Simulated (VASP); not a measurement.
# Zr2TiH6 (Fm-3m) in VASP: a series of runs

Runs on Zr2TiH6. Level: PBE. Tasks: relaxation of cell and atoms, single point.

All numbers are computed with VASP 6.6.1; they aren't measurements. Logs are shortened: lines on timing, memory, paths and dates and some standing lists are left out, and cuts for length are marked.

### 1 The cell of the first run

It takes space group Fm-3m (No. 225, cubic). Conventional cell: a = 8.530 Å, b = 8.530 Å, c = 8.530 Å, α = 90.00°, β = 90.00°, γ = 90.00°. Zr (site symmetry -43m) has 12 H at 3.02 Å and 4 Ti at 3.69 Å within 4.0 Å. Ti (site symmetry m-3m) has 6 H at 2.13 Å within 2.8 Å. H (site symmetry 4mm) has 1 Ti at 2.13 Å within 2.8 Å.

### 2 Relaxation of cell and atoms, PBE

INCAR

```
ALGO     = Normal         # electronic algorithm
EDIFF    = 1E-7           # SCF threshold, eV
EDIFFG   = -0.04          # ionic threshold
ENCUT    = 600            # plane-wave cutoff, eV
GGA      = PE             # functional
IBRION   = 2              # ionic algorithm
ISIF     = 3              # what is computed and relaxed
ISMEAR   = 0              # smearing method
LASPH    = T              # aspherical terms in the spheres
LCHARG   = F              # write CHGCAR
LREAL    = F              # projectors in reciprocal space
LWAVE    = F              # write WAVECAR
NELM     = 100            # most SCF steps
NSW      = 90             # ionic steps
PREC     = Accurate       # precision mode
SIGMA    = 0.1            # smearing width, eV
```

KPOINTS

```
k-points
0
Gamma
  4 4 4
```

POSCAR

```
Zr2TiH6
1.0
    0.0000000000      4.2650957300      4.2650957300
    4.2650957300      0.0000000000      4.2650957300
    4.2650957300      4.2650957300      0.0000000000
Zr Ti H
2 1 6
Direct
    0.2500000000      0.2500000000      0.2500000000
    0.7500000000      0.7500000000      0.7500000000
    0.0000000000      0.0000000000      0.0000000000
    0.7500000000      0.2500000000      0.2500000000
    0.2500000000      0.7500000000      0.7500000000
    0.2500000000      0.7500000000      0.2500000000
    0.7500000000      0.2500000000      0.7500000000
    0.2500000000      0.2500000000      0.7500000000
    0.7500000000      0.7500000000      0.2500000000
```

Potentials or basis: VASP PAW PBE potentials, release 64 (Zr_sv, Ti_sv, H).

On the command line:

```sh
cat potpaw_PBE.64/Zr_sv/POTCAR potpaw_PBE.64/Ti_sv/POTCAR potpaw_PBE.64/H/POTCAR > POTCAR
mpirun -np 1 vasp_std > vasp.out
```

OUTCAR:

```text
EDIFF = 1E-7
   EDIFFG = -0.04
   ENCUT = 600
   GGA = PE
   IBRION = 2
   ISIF = 3
   ISMEAR = 0
   LASPH = T
   LREAL = F
   NELM = 100
   NSW = 90
   PREC = Accurate

 ion  position               nearest neighbor table
   1  0.250  0.250  0.250-
   2  0.750  0.750  0.750-
   3  0.000  0.000  0.000-
   4  0.750  0.250  0.250-
   5  0.250  0.750  0.750-
   6  0.250  0.750  0.250-
   7  0.750  0.250  0.750-
   8  0.250  0.250  0.750-
   9  0.750  0.750  0.250-

  LATTYP: Found a face centered cubic cell.
 ALAT       =     8.5301914600

  Lattice vectors:

 A1 = (   0.0000000000,   4.2650957300,   4.2650957300)
 A2 = (   4.2650957300,   0.0000000000,   4.2650957300)
 A3 = (   4.2650957300,   4.2650957300,   0.0000000000)

Analysis of symmetry for initial positions (statically):
=====================================================================
 Subroutine PRICEL returns:
 Original cell was already a primitive cell.

 Routine SETGRP: Setting up the symmetry group for a
 face centered cubic supercell.

 Subroutine GETGRP returns: Found 48 space group operations
 (whereof 48 operations were pure point group operations)
 out of a pool of 48 trial point group operations.

The static configuration has the point symmetry O_h .

Analysis of symmetry for dynamics (positions and initial velocities):
=====================================================================
 Subroutine PRICEL returns:
 Original cell was already a primitive cell.

 Routine SETGRP: Setting up the symmetry group for a
 face centered cubic supercell.

 Subroutine GETGRP returns: Found 48 space group operations
 (whereof 48 operations were pure point group operations)
 out of a pool of 48 trial point group operations.

The dynamic configuration has the point symmetry O_h .

 Subroutine INISYM returns: Found 48 space group operations
 (whereof 48 operations are pure point group operations),
 and found     1 'primitive' translations

----------------------------------------------------------------------------------------

                                     Primitive cell

  volume of cell :     155.1731

  direct lattice vectors                    reciprocal lattice vectors
     0.000000000  4.265095730  4.265095730    -0.117230663  0.117230663  0.117230663
     4.265095730  0.000000000  4.265095730     0.117230663 -0.117230663  0.117230663
     4.265095730  4.265095730  0.000000000     0.117230663  0.117230663 -0.117230663

  length of vectors
     6.031756226  6.031756226  6.031756226     0.203049464  0.203049464  0.203049464

  position of ions in fractional coordinates (direct lattice)
     0.250000000  0.250000000  0.250000000
     0.750000000  0.750000000  0.750000000
     0.000000000  0.000000000  0.000000000
     0.750000000  0.250000000  0.250000000
     0.250000000  0.750000000  0.750000000
     0.250000000  0.750000000  0.250000000
     0.750000000  0.250000000  0.750000000
     0.250000000  0.250000000  0.750000000
     0.750000000  0.750000000  0.250000000

  ion indices of the primitive-cell ions
   primitive index   ion index
                 1           1
                 2           2
                 3           3
                 4           4
                 5           5
                 6           6
                 7           7
                 8           8
                 9           9

----------------------------------------------------------------------------------------

 KPOINTS: k-points

Automatic generation of k-mesh.
 Grid dimensions read from file:
 generate k-points for:    4    4    4

 Generating k-lattice:

  Cartesian coordinates                     Fractional coordinates (reciprocal lattice)
    -0.029307666  0.029307666  0.029307666     0.250000000  0.000000000  0.000000000
     0.029307666 -0.029307666  0.029307666     0.000000000  0.250000000  0.000000000
     0.029307666  0.029307666 -0.029307666     0.000000000  0.000000000  0.250000000

  Length of vectors
     0.050762366  0.050762366  0.050762366

  Shift w.r.t. Gamma in fractional coordinates (k-lattice)
     0.000000000  0.000000000  0.000000000

 Subroutine IBZKPT returns following result:
 ===========================================

 Found      8 irreducible k-points:

 Following reciprocal coordinates:
            Coordinates               Weight
  0.000000  0.000000  0.000000      1.000000
  0.250000  0.000000  0.000000      8.000000
  0.500000  0.000000  0.000000      4.000000
  0.250000  0.250000  0.000000      6.000000
  0.500000  0.250000  0.000000     24.000000
 -0.250000  0.250000  0.000000     12.000000
  0.500000  0.500000  0.000000      3.000000
 -0.250000  0.500000  0.250000      6.000000
   k-points           NKPTS =      8   k-points in BZ     NKDIM =      8   number of bands    NBANDS=     26
   number of dos      NEDOS =    301   number of ions     NIONS =      9
   total plane-waves  NPLWV = 110592
   dimension x,y,z NGX =    48 NGY =   48 NGZ =   48
   dimension x,y,z NGXF=    96 NGYF=   96 NGZF=   96
   ions per type =               2   1   6
   NGX,Y,Z   is equivalent  to a cutoff of  13.23, 13.23, 13.23 a.u.
   NGXF,Y,Z  is equivalent  to a cutoff of  26.46, 26.46, 26.46 a.u.
 SYSTEM =  unknown system
   PREC   = accura    normal or accurate (medium, high low for compatibility)
   ISTART =      0    job   : 0-new  1-cont  2-samecut
   ICHARG =      2    charge: 1-file 2-atom 10-const
   ISPIN  =      1    spin polarized calculation?
   LNONCOLLINEAR =      F non collinear calculations
   LSORBIT =      F    spin-orbit coupling
   LASPH  =      T    aspherical Exc in radial PAW
   ENCUT  =  600.0 eV  44.10 Ry    6.64 a.u.  12.05 12.05 12.05*2*pi/ulx,y,z
   NELM   =    100;   NELMIN=  2; NELMDL= -5     # of ELM steps
   EDIFF  = 0.1E-06   stopping-criterion for ELM
   LREAL  =      F    real-space projection
   EDIFFG = -.4E-01   stopping-criterion for IOM
   NSW    =     90    number of steps for IOM
   IBRION =      2    ionic relax: 0-MD 1-quasi-New 2-CG
   NFREE  =      1    steps in history (QN), initial steepest desc. (CG)
   ISIF   =      3    stress and relaxation
   ISYM   =      2    0-nonsym 1-usesym 2-fastsym
   POTIM  = 0.5000    time-step for ionic-motion
   TEBEG  =    0.0;   TEEND  =   0.0 temperature during run
   PSTRESS=    0.0 pullay stress
   NELECT =      42.0000    total number of electrons
   NUPDOWN=      -1.0000    fix difference up-down
   EMIN   =  10.00;   EMAX   =-10.00  energy-range for DOS
   EFERMI =   0.00;   METHOD = LEGACY
   ISMEAR =     0;   SIGMA  =   0.10  broadening in eV -4-tet -1-fermi 0-gaus
   EFERMI_NEDOS =   21; number of points for ismear=-14 and -15
   IALGO  =     38    algorithm
   IMIX   =      4    mixing-type and parameters
     AMIX     =   0.40;   BMIX     =  1.00
     AMIX_MAG =   1.60;   BMIX_MAG =  1.00
  volume/ion in A,a.u.               =      17.24       116.35
  Fermi-wavevector in a.u.,A,eV,Ry     =   1.058975  2.001173 15.257962  1.121429
  Thomas-Fermi vector in A             =   2.194304
   LORBIT       =      0    0 simple, 1 ext, 2 COOP (PROOUT), +10 PAW based schemes
   GGA     = PE    functional components
   LHFCALC =     F    Hartree Fock is set to
   AEXX    =    0.0000 exact exchange contribution
   IVDW    =     0    specifies the selected vdW correction
   LEPSILON=     F    determine dielectric tensor
   LRPA    =     F    only Hartree local field effects (RPA)
 conjugate gradient relaxation of ions
 non-spin polarized calculation
 Gauss-broadening in eV      SIGMA  =   0.10
  energy-cutoff  :      600.00
  volume of cell :      155.17
 maximum number of plane-waves:      5218
   NGX = 25   NGY = 25   NGZ = 25

--------------------------------------- Ionic step        1  -------------------------------------------

 number of electron      42.0000005 magnetization

 Free energy of the ion-electron system (eV)
  ---------------------------------------------------
  ext. energy  EPLUGINS =         0.00000000
  ---------------------------------------------------
  free energy    TOTEN  =       -38.88517404 eV

  energy without entropy =      -38.84241564  energy(sigma->0) =      -38.86379484

 E-fermi :   2.4065     XC(G=0):  -8.3812

 val. band max:        2.3706588923   @ k =   0.2500   0.2500   0.0000
 cond. band min:       2.4643521470   @ k =   0.5000   0.2500   0.0000
 fundamental gap:      0.0936932547
 Fermi energy:         2.4065062227

 k-point     1 :       0.0000    0.0000    0.0000
  band No.  band energies     occupation
      1     -54.7535      2.00000
      2     -48.4585      2.00000
      3     -48.4563      2.00000
      4     -30.9681      2.00000
      5     -30.9681      2.00000
      6     -30.9681      2.00000
[... 261 lines left out ...]
  energy  without entropy=      -38.8424156408  energy(sigma->0) =      -38.86379484

--------------------------------------- Ionic step        2  -------------------------------------------

 number of electron      41.9999999 magnetization

 E-fermi :   4.8785     XC(G=0):  -9.6990

 val. band max:        4.8053677949   @ k =   0.2500   0.2500   0.0000
 cond. band min:       4.9442633394   @ k =   0.0000   0.0000   0.0000
 fundamental gap:      0.1388955445
 Fermi energy:         4.8784911859

 k-point     1 :       0.0000    0.0000    0.0000
  band No.  band energies     occupation
      1     -51.2813      2.00000
      2     -45.3983      2.00000
      3     -45.3842      2.00000
      4     -27.5828      2.00000
      5     -27.5828      2.00000
      6     -27.5828      2.00000
[... 300 lines left out ...]
  FREE ENERGIE OF THE ION-ELECTRON SYSTEM (eV)
  ---------------------------------------------------
  free  energy   TOTEN  =       -46.4472757916 eV

  energy  without entropy=      -46.4336771521  energy(sigma->0) =      -46.44047647

[... ionic steps 4 to 7 ...]

--------------------------------------- Ionic step        8  -------------------------------------------

 number of electron      41.9999999 magnetization

------------------------ aborting loop because EDIFF is reached ----------------------------------------

  FORCE on cell =-STRESS in cart. coord.  units (eV):
  Direction    XX          YY          ZZ          XY          YZ          ZX
  --------------------------------------------------------------------------------------
  -------------------------------------------------------------------------------------
  Total        2.1140525      2.1140525      2.1140525      0.0000000     -0.0000000      0.0000000
  in kB       44.2929253     44.2929253     44.2929253      0.0000000     -0.0000000      0.0000000
  external PRESSURE =      44.2929253 kB  Pullay stress =       0.0000000 kB
[... 71 lines left out ...]
  energy  without entropy=      -47.4233543822  energy(sigma->0) =      -47.43147627

--------------------------------------- Ionic step       10  -------------------------------------------

 number of electron      42.0000000 magnetization

 Free energy of the ion-electron system (eV)
  ---------------------------------------------------
  ext. energy  EPLUGINS =         0.00000000
  ---------------------------------------------------
  free energy    TOTEN  =       -47.44957536 eV

  energy without entropy =      -47.43275362  energy(sigma->0) =      -47.44116449

 E-fermi :   7.8755     XC(G=0): -11.1765

 val. band max:        7.8148783554   @ k =   0.2500   0.2500   0.0000
 cond. band min:       7.9680193598   @ k =   0.5000   0.2500   0.0000
 fundamental gap:      0.1531410044
 Fermi energy:         7.8755369811

 k-point     1 :       0.0000    0.0000    0.0000
  band No.  band energies     occupation
      1     -47.6952      2.00000
      2     -41.5404      2.00000
      3     -41.4736      2.00000
      4     -24.0939      2.00000
      5     -24.0939      2.00000
      6     -24.0939      2.00000
[... 257 lines left out ...]
  FREE ENERGIE OF THE ION-ELECTRON SYSTEM (eV)
  ---------------------------------------------------
  free  energy   TOTEN  =       -47.4495753645 eV

  energy  without entropy=      -47.4327536248  energy(sigma->0) =      -47.44116449

 reached required accuracy - stopping structural energy minimisation
```

Run time: 6.5 min. Hardware: 1 thread of Intel Xeon Platinum 8488C (Sapphire Rapids), shared host; peak memory 0.38 GiB.

What came out:

| Item | Value |
| --- | --- |
| Free energy | -47.4496 eV |
| Relaxed volume | 8.76 Å³/atom |
| Relaxed cell | a = 4.812 Å, b = 4.812 Å, c = 4.812 Å, α = 60.00°, β = 60.00°, γ = 60.00° |
| Space group after relaxing (to 0.05 Å) | Fm-3m (No. 225) |
| Energy gained by relaxing | 951.6 meV/atom |
| Ionic steps | 10 |
| Pressure after relaxing | -0.2 GPa |
| Band gap on the k mesh | zero (band 21 reaches 8.02 eV, above the bottom of band 22 at 7.41 eV) |

The path:
```tsv
step	energy change (eV)	largest force (eV/Å)	pressure (GPa)	volume (Å³)
1	0.0000	0.7238	-21.32	155.17
2	-6.1061	0.3293	-18.02	109.15
3	-7.5621	1.3007	-6.59	90.71
4	-7.6347	1.7069	-0.14	85.32
5	-7.6387	1.5974	-2.03	86.68
6	-8.2825	0.9189	0.16	81.72
7	-8.5023	0.0752	6.00	75.03
8	-8.5237	0.2565	4.43	76.47
9	-8.5544	0.0756	-2.26	80.00
10	-8.5644	0.0294	-0.15	78.81
```

Final structure:
```xyz
9
Lattice="0.0000 3.4029 3.4029 3.4029 0.0000 3.4029 3.4029 3.4029 0.0000" Properties=species:S:1:pos:R:3 pbc="T T T"
Zr    1.7014    1.7014    1.7014
Zr    5.1043    5.1043    5.1043
Ti    0.0000    0.0000    0.0000
H     1.8354    3.4029    3.4029
H     4.9703    3.4029    3.4029
H     3.4029    1.8354    3.4029
H     3.4029    4.9703    3.4029
H     3.4029    3.4029    1.8354
H     3.4029    3.4029    4.9703
```

Caveat: the volume moved by over 15 % at a fixed basis, so the end points are rough.

(Part 1 of 2 ends here.)
